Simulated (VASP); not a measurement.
Runs of VASP 6.6.1 on Sb. The structure is that of space group Fm-3m (No. 225), or close to it. The cells are those of the table. 

```tsv
task	cell	cutoff (eV)	gap on the mesh (eV)	pressure (GPa)
single point	a = 3.352 Å, angles 60.0°, 1 atom	520	none	-0.1
single point	a = 3.335 Å, angles 60.0°, 1 atom	520	none	0.7
relaxation of cell and atoms	relaxed from a = 3.352 Å, angles 60.0°, 1 atom	600	none	-0.1
single point	a = 3.368 Å, angles 60.0°, 1 atom	520	none	(a)
```

Alike in all rows: level r2SCAN; potentials or basis VASP PAW PBE potentials, release 64 (Sb); no spin polarisation; k mesh 7 × 7 × 7; smearing gaussian 0.05 eV.

Q: Estimate the missing entries.

A: (a) -0.7.

Caveats: the PAW data sets were made with another functional, which shifts forces and pressure a little; spin-orbit coupling is left out, which moves the levels of the heavy elements; the relaxation stopped at its first step, so nothing moved (some runs).

A k mesh can miss the band edges, and the runs leave out spin-orbit coupling on Sb.

A gap of «none» marks levels without a gap at the run's occupations.
